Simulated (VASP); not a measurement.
# ZnCd5O6 (P-4m2) in VASP: single point with PBE

Aim: the single point of ZnCd5O6 with PBE.

All numbers are computed with VASP 6.6.1; they aren't measurements. Logs are shortened: lines on timing, memory, paths and dates and some standing lists are left out, and cuts for length are marked.

**1. The cell of the first run**

The structure is tetragonal, space group P-4m2 (No. 115). The conventional cell has a = 3.552 Å, b = 3.552 Å, c = 15.254 Å, α = 90.00°, β = 90.00°, γ = 90.00°. Within 2.7 Å of Zn (site symmetry -4m2) lie 4 O at 2.03 Å. Within 2.9 Å of Cd (site symmetry 2mm) lie 4 O at 2.22 Å. Within 2.9 Å of Cd (site symmetry 2mm) lie 4 O at 2.22 Å. Within 2.9 Å of Cd (site symmetry -4m2) lie 4 O at 2.22 Å. Within 2.7 Å of O (site symmetry 2mm) lie 2 Zn at 2.03 Å and 2 Cd at 2.22 Å. O (site symmetry 2mm) has 4 Cd at 2.22 Å within 2.9 Å. Within 2.9 Å of O (site symmetry 2mm) lie 4 Cd at 2.22 Å.

**2. Single point, PBE, collinear spin, ferromagnetic start**

INCAR

```
PREC = Accurate ; ENCUT = 520
EDIFF = 1E-7 ; ISMEAR = 0
SIGMA = 0.1 ; LREAL = F
LASPH = T ; NELM = 150
ALGO = Normal ; ISIF = 2
LWAVE = F ; LCHARG = T
ISPIN = 2 ; MAGMOM = 0 0 0 0 0 0 1 1 1 1 1 1
LORBIT = 11 ; GGA = PE
LELF = T ; LVHAR = T
NBANDS = 70
```

KPOINTS

```
Automatic mesh
0
Gamma
  6 6 1
```

POSCAR

```
ZnCd5O6
1.0
    3.5524818000      0.0000000000      0.0000000000
    0.0000000000      3.5524818000      0.0000000000
    0.0000000000      0.0000000000     15.2538172000
Zn Cd O
1 5 6
Direct
    0.5000000000      0.5000000000      0.0000000000
    0.0000000000      0.0000000000      0.8483840000
    0.0000000000      0.0000000000      0.1516160000
    0.5000000000      0.5000000000      0.3258510000
    0.0000000000      0.0000000000      0.5000000000
    0.5000000000      0.5000000000      0.6741490000
    0.5000000000      0.0000000000      0.0644280000
    0.0000000000      0.5000000000      0.2386920000
    0.5000000000      0.0000000000      0.4129070000
    0.0000000000      0.5000000000      0.5870930000
    0.5000000000      0.0000000000      0.7613080000
    0.0000000000      0.5000000000      0.9355720000
```

Potentials or basis: VASP PAW PBE potentials, release 64 (Zn, Cd, O).

On the command line:

```
$ cat potpaw_PBE.64/Zn/POTCAR potpaw_PBE.64/Cd/POTCAR potpaw_PBE.64/O/POTCAR > POTCAR
$ mpirun -np 1 vasp_std > vasp.out
```

OUTCAR:

```text
PREC = Accurate
   ENCUT = 520
   EDIFF = 1E-7
   ISMEAR = 0
   LREAL = F
   LASPH = T
   NELM = 150
   ISIF = 2
   ISPIN = 2
   LORBIT = 11
   GGA = PE

 ion  position               nearest neighbor table
   1  0.500  0.500  0.000-   7 2.03  12 2.03   7 2.03  12 2.03   2 3.41   3 3.41   2 3.41   2 3.41
                             3 3.41   3 3.41   2 3.41   3 3.41
   2  0.000  0.000  0.848-  11 2.22  11 2.22  12 2.22  12 2.22   1 3.41   1 3.41   1 3.41   1 3.41
                             6 3.66   6 3.66   6 3.66   6 3.66
   3  0.000  0.000  0.152-   8 2.22   8 2.22   7 2.22   7 2.22   1 3.41   1 3.41   1 3.41   1 3.41
                             4 3.66   4 3.66   4 3.66   4 3.66
   4  0.500  0.500  0.326-   9 2.22   9 2.22   8 2.22   8 2.22   5 3.66   5 3.66   5 3.66   5 3.66
                             3 3.66   3 3.66   3 3.66   3 3.66
   5  0.000  0.000  0.500-   9 2.22  10 2.22  10 2.22   9 2.22   4 3.66   6 3.66   4 3.66   4 3.66
                             6 3.66   6 3.66   4 3.66   6 3.66
   6  0.500  0.500  0.674-  10 2.22  10 2.22  11 2.22  11 2.22   5 3.66   5 3.66   5 3.66   5 3.66
                             2 3.66   2 3.66   2 3.66   2 3.66
   7  0.500  0.000  0.064-   1 2.03   1 2.03   3 2.22   3 2.22
   8  0.000  0.500  0.239-   3 2.22   3 2.22   4 2.22   4 2.22
   9  0.500  0.000  0.413-   4 2.22   4 2.22   5 2.22   5 2.22
  10  0.000  0.500  0.587-   6 2.22   6 2.22   5 2.22   5 2.22
  11  0.500  0.000  0.761-   2 2.22   2 2.22   6 2.22   6 2.22
  12  0.000  0.500  0.936-   1 2.03   1 2.03   2 2.22   2 2.22

  LATTYP: Found a simple tetragonal cell.
 ALAT       =     3.5524818000
 C/A-ratio  =     4.2938480923

  Lattice vectors:

 A1 = (   3.5524818000,   0.0000000000,   0.0000000000)
 A2 = (   0.0000000000,   3.5524818000,   0.0000000000)
 A3 = (   0.0000000000,   0.0000000000,  15.2538172000)

Analysis of symmetry for initial positions (statically):
=====================================================================
 Subroutine PRICEL returns:
 Original cell was already a primitive cell.

 Routine SETGRP: Setting up the symmetry group for a
 simple tetragonal supercell.

 Subroutine GETGRP returns: Found  8 space group operations
 (whereof  8 operations were pure point group operations)
 out of a pool of 16 trial point group operations.

The static configuration has the point symmetry D_2d.

Analysis of symmetry for dynamics (positions and initial velocities):
=====================================================================
 Subroutine PRICEL returns:
 Original cell was already a primitive cell.

 Routine SETGRP: Setting up the symmetry group for a
 simple tetragonal supercell.

 Subroutine GETGRP returns: Found  8 space group operations
 (whereof  8 operations were pure point group operations)
 out of a pool of 16 trial point group operations.

The dynamic configuration has the point symmetry D_2d.

Analysis of structural, dynamic, and magnetic symmetry:
=====================================================================
 Subroutine PRICEL returns:
 Original cell was already a primitive cell.

 Routine SETGRP: Setting up the symmetry group for a
 simple tetragonal supercell.

 Subroutine GETGRP returns: Found  8 space group operations
 (whereof  8 operations were pure point group operations)
 out of a pool of 16 trial point group operations.

The overall configuration has the point symmetry D_2d.

 Subroutine INISYM returns: Found  8 space group operations
 (whereof  8 operations are pure point group operations),
 and found     1 'primitive' translations

----------------------------------------------------------------------------------------

                                     Primitive cell

  volume of cell :     192.5051

  direct lattice vectors                    reciprocal lattice vectors
     3.552481800  0.000000000  0.000000000     0.281493349  0.000000000  0.000000000
     0.000000000  3.552481800  0.000000000     0.000000000  0.281493349  0.000000000
     0.000000000  0.000000000 15.253817200     0.000000000  0.000000000  0.065557361

  length of vectors
     3.552481800  3.552481800 15.253817200     0.281493349  0.281493349  0.065557361

  position of ions in fractional coordinates (direct lattice)
     0.500000000  0.500000000  0.000000000
     0.000000000  0.000000000  0.848384000
     0.000000000  0.000000000  0.151616000
     0.500000000  0.500000000  0.325851000
     0.000000000  0.000000000  0.500000000
     0.500000000  0.500000000  0.674149000
[... 82 lines left out ...]
   IBRION =     -1    ionic relax: 0-MD 1-quasi-New 2-CG
   NFREE  =      0    steps in history (QN), initial steepest desc. (CG)
   ISIF   =      2    stress and relaxation
   ISYM   =      2    0-nonsym 1-usesym 2-fastsym
   POTIM  = 0.5000    time-step for ionic-motion
   TEBEG  =    0.0;   TEEND  =   0.0 temperature during run
   PSTRESS=    0.0 pullay stress
   NELECT =     108.0000    total number of electrons
   NUPDOWN=      -1.0000    fix difference up-down
   EMIN   =  10.00;   EMAX   =-10.00  energy-range for DOS
   EFERMI =   0.00;   METHOD = LEGACY
   ISMEAR =     0;   SIGMA  =   0.10  broadening in eV -4-tet -1-fermi 0-gaus
   EFERMI_NEDOS =   21; number of points for ismear=-14 and -15
   IALGO  =     38    algorithm
   IMIX   =      4    mixing-type and parameters
     AMIX     =   0.40;   BMIX     =  1.00
     AMIX_MAG =   1.60;   BMIX_MAG =  1.00
  volume/ion in A,a.u.               =      16.04       108.26
  Fermi-wavevector in a.u.,A,eV,Ry     =   1.350212  2.551531 24.804410  1.823073
  Thomas-Fermi vector in A             =   2.477735
   LORBIT       =     11    0 simple, 1 ext, 2 COOP (PROOUT), +10 PAW based schemes
   GGA     = PE    functional components
   LHFCALC =     F    Hartree Fock is set to
   AEXX    =    0.0000 exact exchange contribution
   IVDW    =     0    specifies the selected vdW correction
   LEPSILON=     F    determine dielectric tensor
   LRPA    =     F    only Hartree local field effects (RPA)
 spin polarized calculation
 Gauss-broadening in eV      SIGMA  =   0.10
  energy-cutoff  :      520.00
  volume of cell :      192.51
 maximum number of plane-waves:      5229
 NGX is ok and might be reduce to    28
   NGX = 13   NGY = 13   NGZ = 57

 number of electron     107.9999998 magnetization       0.0000039

 Free energy of the ion-electron system (eV)
  ---------------------------------------------------
  ext. energy  EPLUGINS =         0.00000000
  ---------------------------------------------------
  free energy    TOTEN  =       -47.23976338 eV

  energy without entropy =      -47.23418964  energy(sigma->0) =      -47.23697651

 E-fermi :   0.3107     XC(G=0): -10.1225

 val. band max:        0.2762476483   @ k =   0.0000   0.0000   0.0000
 cond. band min:       1.3633589578   @ k =   0.1667   0.0000   0.0000
 fundamental gap:      1.0871113096
 Fermi energy:         0.3106944913

 spin component 1

 k-point     1 :       0.0000    0.0000    0.0000
  band No.  band energies     occupation
      1     -16.7325      1.00000
      2     -16.4336      1.00000
      3     -16.3925      1.00000
      4     -16.2478      1.00000
      5     -16.2361      1.00000
      6     -16.1547      1.00000
[... 679 lines left out ...]
     65       7.4234      0.00000
     66       8.4665      0.00000
 Fermi energy:         0.3106944913

 spin component 2

 k-point     1 :       0.0000    0.0000    0.0000
  band No.  band energies     occupation
      1     -16.7325      1.00000
      2     -16.4336      1.00000
      3     -16.3925      1.00000
      4     -16.2478      1.00000
      5     -16.2361      1.00000
      6     -16.1547      1.00000
[... 679 lines left out ...]
     65       7.4234      0.00000
     66       8.4665      0.00000
 [bands above 66 left out]

------------------------ aborting loop because EDIFF is reached ----------------------------------------

  FORCE on cell =-STRESS in cart. coord.  units (eV):
  Direction    XX          YY          ZZ          XY          YZ          ZX
  --------------------------------------------------------------------------------------
  -------------------------------------------------------------------------------------
  Total        1.2692775      1.2692775      1.3805599      0.0000000      0.0000000      0.0000000
  in kB       10.5639147     10.5639147     11.4900942      0.0000000      0.0000000      0.0000000
  external PRESSURE =      10.8726412 kB  Pullay stress =       0.0000000 kB

 VOLUME and BASIS-vectors are now :
 -----------------------------------------------------------------------------
  energy-cutoff  :      520.00
  volume of cell :      192.51
      direct lattice vectors                 reciprocal lattice vectors
     3.552481800  0.000000000  0.000000000     0.281493349  0.000000000  0.000000000
     0.000000000  3.552481800  0.000000000     0.000000000  0.281493349  0.000000000
     0.000000000  0.000000000 15.253817200     0.000000000  0.000000000  0.065557361

 POSITION                                       TOTAL-FORCE (eV/Angst)
 -----------------------------------------------------------------------------------
      1.77624      1.77624      0.00000        -0.000000      0.000000     -0.000000
      0.00000      0.00000     12.94109         0.000000     -0.000000     -0.004011
      0.00000      0.00000      2.31272        -0.000000     -0.000000      0.004011
      1.77624      1.77624      4.97047        -0.000000      0.000000      0.000461
      0.00000      0.00000      7.62691         0.000000     -0.000000     -0.000000
      1.77624      1.77624     10.28335        -0.000000      0.000000     -0.000461
      1.77624      0.00000      0.98277        -0.000000     -0.000000     -0.048970
      0.00000      1.77624      3.64096         0.000000     -0.000000     -0.000794
      1.77624      0.00000      6.29841        -0.000000     -0.000000     -0.000073
      0.00000      1.77624      8.95541         0.000000     -0.000000      0.000073
      1.77624      0.00000     11.61285        -0.000000     -0.000000      0.000794
      0.00000      1.77624     14.27104         0.000000     -0.000000      0.048970
 -----------------------------------------------------------------------------------
    total drift:                                0.000000      0.000000      0.000000

  FREE ENERGIE OF THE ION-ELECTRON SYSTEM (eV)
  ---------------------------------------------------
  free  energy   TOTEN  =       -47.2397633776 eV

  energy  without entropy=      -47.2341896383  energy(sigma->0) =      -47.23697651

 total charge

# of ion       s       p       d       tot
------------------------------------------
    1        0.442   0.418   9.871  10.731
    2        0.365   0.285   9.626  10.276
    3        0.365   0.285   9.626  10.276
    4        0.364   0.283   9.626  10.272
    5        0.364   0.283   9.625  10.272
    6        0.364   0.283   9.626  10.272
    7        1.559   3.384   0.000   4.943
    8        1.563   3.360   0.000   4.923
    9        1.564   3.359   0.000   4.923
   10        1.564   3.359   0.000   4.923
   11        1.563   3.360   0.000   4.923
   12        1.559   3.384   0.000   4.943
--------------------------------------------------
tot         11.635  22.043  58.000  91.678

 magnetization (x)

# of ion       s       p       d       tot
------------------------------------------
    1        0.000   0.000  -0.000   0.000
    2        0.000   0.000  -0.000   0.000
    3        0.000   0.000  -0.000   0.000
    4        0.000   0.000  -0.000   0.000
    5        0.000   0.000  -0.000   0.000
    6        0.000   0.000  -0.000   0.000
    7        0.000  -0.000   0.000  -0.000
    8       -0.000  -0.000   0.000  -0.000
    9       -0.000  -0.000   0.000  -0.000
   10       -0.000  -0.000   0.000  -0.000
   11       -0.000  -0.000   0.000  -0.000
   12        0.000  -0.000   0.000  -0.000
--------------------------------------------------
tot          0.000  -0.000  -0.000  -0.000
```

Wall time 6.3 min (1 thread of Intel Xeon Platinum 8259CL at 2.50GHz (Skylake/Cascade Lake), shared host); peak memory 0.46 GiB.

What came out:

* Free energy: -47.2398 eV
* Pressure: 1.1 GPa
* Largest force: 0.049 eV/Å
* Band gap on the k mesh: zero (filled and empty bands touch)
* Net moment: 0.00 μB per cell
* Valence electrons inside the program's atomic spheres: Zn 10.73; Cd 10.28, 10.27 (each value once); O 4.94, 4.92 (each value once)

Forces in eV/Å, atoms in the order of the input:
```
Zn   0.000  0.000  0.000
Cd   0.000  0.000 -0.004
Cd   0.000  0.000  0.004
Cd   0.000  0.000  0.000
Cd   0.000  0.000  0.000
Cd   0.000  0.000  0.000
O    0.000  0.000 -0.049
O    0.000  0.000 -0.001
O    0.000  0.000  0.000
O    0.000  0.000  0.000
O    0.000  0.000  0.001
O    0.000  0.000  0.049
```

Caveat: the k points lie up to 0.41 Å⁻¹ apart; semilocal functionals underestimate gaps, and a narrow one can read as zero.

The gap in the log of VASP goes by the Fermi energy; the results here count the filled bands.